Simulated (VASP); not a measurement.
Wanted: the native input for a VASP 6.6.1 run.

| Item | Value |
| --- | --- |
| Task | single point |
| Functional | PBE |
| Potentials or basis | VASP PAW PBE potentials, release 64 (Li_sv, Se) |
| Cutoff | 520 eV |
| k mesh | 6 × 6 × 4 |
| Occupations | gaussian, width 0.1 eV |
| Spin | no spin polarisation |
| Dipole correction | no |
| Further INCAR settings | ALGO = Normal; EDIFF = 1e-06; NBANDS = 20 |

The structure of Li2Se3 lies in POSCAR:

```
Li2Se3
1.0
    4.2071172852      0.0000000000      0.0000000000
   -2.1035586426      3.6434704457      0.0000000000
    0.0000000000      0.0000000000      6.5455911062
Li Se
2 3
Direct
    0.3333333333      0.6666666667      0.2450000000
    0.6666666667      0.3333333333      0.7550000000
    0.0000000000      0.0000000000      0.0000000000
    0.3333333333      0.6666666667      0.6450000000
    0.6666666667      0.3333333333      0.3550000000
```

These files were run (other wordings do the same):

INCAR

```
PREC     = Accurate       # precision mode
ENCUT    = 520            # plane-wave cutoff, eV
EDIFF    = 1E-6           # SCF threshold, eV
ISMEAR   = 0              # smearing method
SIGMA    = 0.1            # smearing width, eV
LREAL    = F              # projectors in reciprocal space
LASPH    = T              # aspherical terms in the spheres
NELM     = 60             # most SCF steps
ALGO     = Normal         # electronic algorithm
ISIF     = 2              # what is computed and relaxed
LWAVE    = F              # write WAVECAR
LCHARG   = F              # write CHGCAR
GGA      = PE             # functional
NBANDS   = 20             # bands
```

KPOINTS

```
regular mesh
0
Gamma
  6 6 4
```

Potentials or basis: VASP PAW PBE potentials, release 64 (Li_sv, Se).

Command:

```console
$ cat potpaw_PBE.64/Li_sv/POTCAR potpaw_PBE.64/Se/POTCAR > POTCAR
$ mpirun -np 1 vasp_std > vasp.out
```

Results of the run:

```json
{
  "Largest force": "0.584 eV/Å",
  "Band gap on the k mesh": "zero (band 12 reaches 3.74 eV, above the bottom of band 13 at 1.99 eV)"
}
```

Run time: 18 s on 1 thread of Intel(R) Xeon(R) 6975P-C (Granite Rapids) (shared host), peak memory 0.22 GiB.
